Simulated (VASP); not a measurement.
# CrCuO2 (R-3m) in VASP: single point with PBE

Aim: the single point of CrCuO2 with PBE.

All numbers are computed with VASP 6.6.1; they aren't measurements. Logs are shortened: lines on timing, memory, paths and dates and some standing lists are left out, and cuts for length are marked.

## Step 1: The cell of the first run

The structure is trigonal, space group R-3m (No. 166). Conventional cell: a = 3.013 Å, b = 3.013 Å, c = 17.113 Å, α = 90.00°, β = 90.00°, γ = 120.00°. Cr (site symmetry -3m) has 6 O at 2.00 Å within 2.7 Å. Within 2.5 Å of Cu (site symmetry -3m) lie 2 O at 1.86 Å. Within 2.5 Å of O (site symmetry 3m) lie 1 Cu at 1.86 Å and 3 Cr at 2.00 Å.

## Step 2: Single point, PBE, collinear spin, ferromagnetic start

INCAR

```
SYSTEM = CrCuO2
  PREC = Accurate
  ENCUT = 600
  EDIFF = 1E-6
  ISMEAR = 0
  SIGMA = 0.05
  LREAL = .False.
  LASPH = .True.
  NELM = 200
  ALGO = Normal
  ISIF = 2
  LWAVE = .False.
  LCHARG = .False.
  ISPIN = 2
  MAGMOM = 0.5 0.5 0 0
  LORBIT = 11
  LMAXMIX = 4
  GGA = PE
  NBANDS = 30
  GGA_COMPAT = .False.
  KPAR = 4
```

KPOINTS

```
regular mesh
0
Gamma
  14 14 14
  0 0 0
```

POSCAR

```
CrCuO2
1.0
    1.5062681718      0.8696443345      5.7042188732
   -1.5062681718      0.8696443345      5.7042188732
    0.0000000000     -1.7392886689      5.7042188732
Cr Cu O
1 1 2
Direct
    0.5000000000      0.5000000000      0.5000000000
    0.0000000000      0.0000000000      0.0000000000
    0.1084328762      0.1084328762      0.1084328762
    0.8915671238      0.8915671238      0.8915671238
```

Potentials or basis: VASP PAW PBE potentials, release 64 (Cr_pv, Cu, O).

Command:

```bash
> cat potpaw_PBE.64/Cr_pv/POTCAR potpaw_PBE.64/Cu/POTCAR potpaw_PBE.64/O/POTCAR > POTCAR
> mpirun -np 4 vasp_std > vasp.out
```

OUTCAR:

```text
SYSTEM = CrCuO2
   PREC = Accurate
   ENCUT = 600
   EDIFF = 1E-6
   ISMEAR = 0
   LREAL = .False.
   LASPH = .True.
   NELM = 200
   ISIF = 2
   ISPIN = 2
   LORBIT = 11
   GGA = PE

 ion  position               nearest neighbor table
   1  0.500  0.500  0.500-   3 2.00   3 2.00   4 2.00   4 2.00   3 2.00   4 2.00
   2  0.000  0.000  0.000-   3 1.86   4 1.86
   3  0.108  0.108  0.108-   2 1.86   1 2.00   1 2.00   1 2.00
   4  0.892  0.892  0.892-   2 1.86   1 2.00   1 2.00   1 2.00

  LATTYP: Found a trigonal (rhomboedric) cell.
 ALAT       =     5.9634921000
 COS(alpha) =     0.8724051053

  Lattice vectors:

 A1 = (   1.5062681718,   0.8696443345,   5.7042188732)
 A2 = (  -1.5062681718,   0.8696443345,   5.7042188732)
 A3 = (   0.0000000000,  -1.7392886689,   5.7042188732)

Analysis of symmetry for initial positions (statically):
=====================================================================
 Subroutine PRICEL returns:
 Original cell was already a primitive cell.

 Routine SETGRP: Setting up the symmetry group for a
 trigonal (rhombohedral) supercell.

 Subroutine GETGRP returns: Found 12 space group operations
 (whereof 12 operations were pure point group operations)
 out of a pool of 12 trial point group operations.

The static configuration has the point symmetry D_3d.

Analysis of symmetry for dynamics (positions and initial velocities):
=====================================================================
 Subroutine PRICEL returns:
 Original cell was already a primitive cell.

 Routine SETGRP: Setting up the symmetry group for a
 trigonal (rhombohedral) supercell.

 Subroutine GETGRP returns: Found 12 space group operations
 (whereof 12 operations were pure point group operations)
 out of a pool of 12 trial point group operations.

The dynamic configuration has the point symmetry D_3d.

Analysis of structural, dynamic, and magnetic symmetry:
=====================================================================
 Subroutine PRICEL returns:
 Original cell was already a primitive cell.

 Routine SETGRP: Setting up the symmetry group for a
 trigonal (rhombohedral) supercell.

 Subroutine GETGRP returns: Found 12 space group operations
 (whereof 12 operations were pure point group operations)
 out of a pool of 12 trial point group operations.

The overall configuration has the point symmetry D_3d.

 Subroutine INISYM returns: Found 12 space group operations
 (whereof 12 operations are pure point group operations),
 and found     1 'primitive' translations

----------------------------------------------------------------------------------------

                                     Primitive cell

  volume of cell :      44.8323

  direct lattice vectors                    reciprocal lattice vectors
     1.506268172  0.869644335  5.704218873     0.331946203  0.191649230  0.058436280
    -1.506268172  0.869644335  5.704218873    -0.331946203  0.191649230  0.058436280
     0.000000000 -1.739288669  5.704218873     0.000000000 -0.383298459  0.058436280

  length of vectors
     5.963492100  5.963492100  5.963492100     0.387727362  0.387727362  0.387727362

  position of ions in fractional coordinates (direct lattice)
     0.500000000  0.500000000  0.500000000
     0.000000000  0.000000000  0.000000000
     0.108432876  0.108432876  0.108432876
     0.891567124  0.891567124  0.891567124

  ion indices of the primitive-cell ions
   primitive index   ion index
                 1           1
                 2           2
                 3           3
                 4           4

----------------------------------------------------------------------------------------

 KPOINTS: regular mesh

Automatic generation of k-mesh.
 Grid dimensions read from file:
 generate k-points for:   14   14   14

 Generating k-lattice:

  Cartesian coordinates                     Fractional coordinates (reciprocal lattice)
     0.023710443  0.013689231  0.004174020     0.071428571 -0.000000000 -0.000000000
    -0.023710443  0.013689231  0.004174020    -0.000000000  0.071428571 -0.000000000
     0.000000000 -0.027378461  0.004174020     0.000000000  0.000000000  0.071428571

  Length of vectors
     0.027694812  0.027694812  0.027694812

  Shift w.r.t. Gamma in fractional coordinates (k-lattice)
     0.000000000  0.000000000  0.000000000

 Subroutine IBZKPT returns following result:
 ===========================================

 Found    288 irreducible k-points:

 Following reciprocal coordinates:
            Coordinates               Weight
  0.000000  0.000000  0.000000      1.000000
  0.071429  0.000000 -0.000000      6.000000
  0.142857  0.000000 -0.000000      6.000000
  0.214286  0.000000 -0.000000      6.000000
  0.285714  0.000000 -0.000000      6.000000
  0.357143  0.000000  0.000000      6.000000
[... 16 lines left out ...]
  0.214286  0.142857  0.000000     12.000000
  0.285714  0.142857 -0.000000     12.000000
 [... further k-points ...]
   k-points           NKPTS =    288   k-points in BZ     NKDIM =    288   number of bands    NBANDS=     30
   number of dos      NEDOS =    301   number of ions     NIONS =      4
   total plane-waves  NPLWV = 110592
   dimension x,y,z NGX =    48 NGY =   48 NGZ =   48
   dimension x,y,z NGXF=    96 NGYF=   96 NGZF=   96
   ions per type =               1   1   2
   NGX,Y,Z   is equivalent  to a cutoff of  13.38, 13.38, 13.38 a.u.
   NGXF,Y,Z  is equivalent  to a cutoff of  26.76, 26.76, 26.76 a.u.
 SYSTEM =  CrCuO2
   PREC   = accura    normal or accurate (medium, high low for compatibility)
   ISTART =      0    job   : 0-new  1-cont  2-samecut
   ICHARG =      2    charge: 1-file 2-atom 10-const
   ISPIN  =      2    spin polarized calculation?
   LNONCOLLINEAR =      F non collinear calculations
   LSORBIT =      F    spin-orbit coupling
   LASPH  =      T    aspherical Exc in radial PAW
   ENCUT  =  600.0 eV  44.10 Ry    6.64 a.u.  11.91 11.91 11.91*2*pi/ulx,y,z
   NELM   =    200;   NELMIN=  2; NELMDL= -5     # of ELM steps
   EDIFF  = 0.1E-05   stopping-criterion for ELM
   LREAL  =      F    real-space projection
   EDIFFG = 0.1E-04   stopping-criterion for IOM
   NSW    =      0    number of steps for IOM
   IBRION =     -1    ionic relax: 0-MD 1-quasi-New 2-CG
   NFREE  =      0    steps in history (QN), initial steepest desc. (CG)
   ISIF   =      2    stress and relaxation
   ISYM   =      2    0-nonsym 1-usesym 2-fastsym
   POTIM  = 0.5000    time-step for ionic-motion
   TEBEG  =    0.0;   TEEND  =   0.0 temperature during run
   PSTRESS=    0.0 pullay stress
   NELECT =      35.0000    total number of electrons
   NUPDOWN=      -1.0000    fix difference up-down
   EMIN   =  10.00;   EMAX   =-10.00  energy-range for DOS
   EFERMI =   0.00;   METHOD = LEGACY
   ISMEAR =     0;   SIGMA  =   0.05  broadening in eV -4-tet -1-fermi 0-gaus
   EFERMI_NEDOS =   21; number of points for ismear=-14 and -15
   IALGO  =     38    algorithm
   IMIX   =      4    mixing-type and parameters
     AMIX     =   0.40;   BMIX     =  1.00
     AMIX_MAG =   1.60;   BMIX_MAG =  1.00
  volume/ion in A,a.u.               =      11.21        75.64
  Fermi-wavevector in a.u.,A,eV,Ry     =   1.507418  2.848607 30.916643  2.272309
  Thomas-Fermi vector in A             =   2.618007
   LORBIT       =     11    0 simple, 1 ext, 2 COOP (PROOUT), +10 PAW based schemes
   GGA     = PE    functional components
   LHFCALC =     F    Hartree Fock is set to
   AEXX    =    0.0000 exact exchange contribution
   IVDW    =     0    specifies the selected vdW correction
   LEPSILON=     F    determine dielectric tensor
   LRPA    =     F    only Hartree local field effects (RPA)
 spin polarized calculation
 Gauss-broadening in eV      SIGMA  =   0.05
  energy-cutoff  :      600.00
  volume of cell :       44.83
 maximum number of plane-waves:      1520
   NGX = 23   NGY = 23   NGZ = 23

 number of electron      34.9999995 magnetization       2.9999161

 Free energy of the ion-electron system (eV)
  ---------------------------------------------------
  ext. energy  EPLUGINS =         0.00000000
  ---------------------------------------------------
  free energy    TOTEN  =       -28.90855596 eV

  energy without entropy =      -28.90855596  energy(sigma->0) =      -28.90855596

 E-fermi :   6.0264     XC(G=0): -11.4428

 val. band max:        5.7332778132   @ k =  -0.3571   0.3571   0.0000
 cond. band min:       6.8360791015   @ k =   0.4286   0.4286   0.1429
 fundamental gap:      1.1028012883
 Fermi energy:         6.0263937326

 spin component 1

 k-point     1 :       0.0000    0.0000    0.0000
  band No.  band energies     occupation
      1     -38.6157      1.00000
      2     -38.5666      1.00000
      3     -38.5666      1.00000
      4     -14.3751      1.00000
      5     -12.8919      1.00000
      6      -2.3046      1.00000
[... 757 lines left out ...]
     28      19.4034      0.00000
     29      19.8459      0.00000

 [... further k-points ...]

 spin component 2

 k-point     1 :       0.0000    0.0000    0.0000
  band No.  band energies     occupation
      1     -35.6665      1.00000
      2     -35.6665      1.00000
      3     -35.6284      1.00000
      4     -14.2959      1.00000
      5     -12.8589      1.00000
      6      -1.9663      1.00000
[... 757 lines left out ...]
     28      20.1990      0.00000
     29      20.4502      0.00000

 [... further k-points ...]

 [bands above 29 left out]

------------------------ aborting loop because EDIFF is reached ----------------------------------------

  FORCE on cell =-STRESS in cart. coord.  units (eV):
  Direction    XX          YY          ZZ          XY          YZ          ZX
  --------------------------------------------------------------------------------------
  -------------------------------------------------------------------------------------
  Total        0.0689204      0.0689204      0.2967294      0.0000000      0.0000000      0.0000000
  in kB        2.4630151      2.4630151     10.6042467      0.0000000      0.0000000      0.0000000
  external PRESSURE =       5.1767590 kB  Pullay stress =       0.0000000 kB

 VOLUME and BASIS-vectors are now :
 -----------------------------------------------------------------------------
  energy-cutoff  :      600.00
  volume of cell :       44.83
      direct lattice vectors                 reciprocal lattice vectors
     1.506268172  0.869644335  5.704218873     0.331946203  0.191649230  0.058436280
    -1.506268172  0.869644335  5.704218873    -0.331946203  0.191649230  0.058436280
     0.000000000 -1.739288669  5.704218873     0.000000000 -0.383298459  0.058436280

 POSITION                                       TOTAL-FORCE (eV/Angst)
 -----------------------------------------------------------------------------------
      0.00000      0.00000      8.55633        -0.000000     -0.000000      0.000000
      0.00000      0.00000      0.00000         0.000000     -0.000000     -0.000000
      0.00000      0.00000      1.85557         0.000000      0.000000      0.022781
      0.00000      0.00000     15.25708         0.000000     -0.000000     -0.022781
 -----------------------------------------------------------------------------------
    total drift:                               -0.000000     -0.000000      0.000000

  FREE ENERGIE OF THE ION-ELECTRON SYSTEM (eV)
  ---------------------------------------------------
  free  energy   TOTEN  =       -28.9085559614 eV

  energy  without entropy=      -28.9085559614  energy(sigma->0) =      -28.90855596

 total charge

# of ion       s       p       d       tot
------------------------------------------
    1        0.288   6.329   4.072  10.688
    2        0.424   0.305   9.216   9.945
    3        1.550   3.492   0.000   5.042
    4        1.550   3.492   0.000   5.042
--------------------------------------------------
tot          3.811  13.618  13.288  30.717

 magnetization (x)

# of ion       s       p       d       tot
------------------------------------------
    1        0.031   0.027   2.786   2.843
    2        0.018   0.008   0.001   0.028
    3       -0.001  -0.006   0.000  -0.007
    4       -0.001  -0.006   0.000  -0.007
--------------------------------------------------
tot          0.046   0.023   2.787   2.856
```

It took 10 min on 4 MPI ranks of Intel Xeon Platinum 8375C at 2.90GHz (Ice Lake), shared host; peak memory 0.97 GiB.

What came out:

```yaml
Free_energy: -28.9086 eV
Pressure: 0.5 GPa
Largest_force: 0.023 eV/Å
Band_gap_on_the_k_mesh: 1.10 eV (least direct gap 1.30 eV)
Net_moment: 3.00 μB per cell
Site_moments: Cr +2.84; Cu +0.03; O -0.01 μB
Valence_electrons_inside_the_program's_atomic_spheres: Cr 10.69; Cu 9.95; O 5.04
```

Forces in eV/Å, atoms in the order of the input:
```
Cr   0.000  0.000  0.000
Cu   0.000  0.000  0.000
O    0.000  0.000  0.023
O    0.000  0.000 -0.023
```

Levels at points of the mesh, in eV from the valence-band top:
Spin up:
| k point | band 17 | band 18 | band 19 | band 20 | band 21 | band 22 |
| --- | --- | --- | --- | --- | --- | --- |
| (0.00, 0.00, 0.00) | -1.15 | -1.15 | -0.73 | 2.07 | 2.87 | 2.87 |
| (0.50, 0.00, 0.00) | -0.60 | -0.59 | -0.41 | 2.18 | 2.59 | 2.89 |
| (0.50, 0.50, 0.00) | -0.60 | -0.56 | -0.16 | 2.08 | 2.78 | 2.80 |
| (0.50, 0.50, 0.50) | -1.08 | -1.08 | -0.23 | 2.67 | 2.67 | 3.16 |
Spin down:
```csv
k point,band 12,band 13,band 14,band 15,band 16,band 17,band 18,band 19,band 20,band 21
"(0.00, 0.00, 0.00)",-2.77,-2.07,-2.07,-1.70,-1.70,1.46,1.89,1.89,3.11,4.17
"(0.50, 0.00, 0.00)",-2.69,-1.57,-1.48,-1.40,-0.56,1.22,2.66,2.77,3.35,3.78
"(0.50, 0.50, 0.00)",-2.72,-1.90,-1.63,-1.48,-0.76,1.79,2.75,2.78,2.85,3.52
"(0.50, 0.50, 0.50)",-3.40,-2.06,-2.06,-1.08,-1.08,1.88,1.88,2.69,3.21,4.01
```

A k mesh can miss the band edges. A hybrid or GW would open this gap; PBE tends to underestimate it.
